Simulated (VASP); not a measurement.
A run of VASP 6.6.1 is set up as follows.

INCAR

```
SYSTEM = Ag
PREC = Accurate ; ENCUT = 500
EDIFF = 1E-6 ; ISMEAR = 0
SIGMA = 0.05 ; LREAL = .False.
LASPH = .True. ; NELM = 200
ALGO = Normal ; ISIF = 2
LWAVE = .False. ; LCHARG = .False.
ISPIN = 2 ; MAGMOM = 0
LORBIT = 11 ; NUPDOWN = 0.0
LMAXMIX = 4 ; GGA = B5
ALDAX = 1.0 ; AGGAX = 1.0
AGGAC = 1.0 ; ALDAC = 0.0
IVDW = 12 ; VDW_S6 = 1.0
VDW_S8 = 2.6996 ; VDW_A1 = 0.4298
VDW_A2 = 4.2359 ; NBANDS = 16
GGA_COMPAT = .False.
```

Contents of KPOINTS:

```
Automatic mesh
0
Gamma
  11 11 11
  0 0 0
```

Contents of POSCAR:

```
Ag
1.0
    0.0000000000      2.0562785400      2.0562785400
    2.0562785400      0.0000000000      2.0562785400
    2.0562785400      2.0562785400      0.0000000000
Ag
1
Direct
    0.0000000000      0.0000000000      0.0000000000
```

Potentials or basis: VASP PAW PBE potentials, release 64 (Ag).

Launch:

```bash
$ cat potpaw_PBE.64/Ag/POTCAR > POTCAR
$ mpirun -np 1 vasp_std > vasp.out
```

Q: Estimate the pressure.

A: -2.8 GPa.

Q: What does it give for the dispersion energy per atom?

A: -1.317 eV.

Caveat: the PAW data sets were made with another functional, which shifts forces and pressure a little; the total moment is fixed, so each spin has its own Fermi level.
